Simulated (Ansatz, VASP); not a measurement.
**PbF2: VASP beside Ansatz**

```
CELL_PARAMETERS angstrom
0.00000 2.93873 2.93873
2.93873 0.00000 2.93873
2.93873 2.93873 0.00000
ATOMIC_POSITIONS crystal
Pb 0.00000 0.00000 0.00000
F 0.25000 0.25000 0.25000
F 0.75000 0.75000 0.75000
```

Alike in both runs: task single point; functional PBE; k mesh 8 × 8 × 8; occupations gaussian, width 0.02 eV; no spin polarisation.

|  | VASP | Ansatz |
| --- | --- | --- |
| version | VASP 6.6.1 | Ansatz 0.2.0 |
| potentials or method | VASP PAW PBE potentials, release 64 (Pb_d, F), cutoff 520 eV | scalar-relativistic, plane waves, PAW |
| valence electrons in the cell | 28 | 28 |

```tsv
	VASP	Ansatz	Ansatz less VASP
gap on the k mesh at the Fermi level (eV)	4.41	4.41	+0.003
least direct gap on the mesh (eV)	4.56	4.56	+0.002
pressure (GPa)	4.6	4.8	+0.20
```

Neither program's run includes spin-orbit coupling.
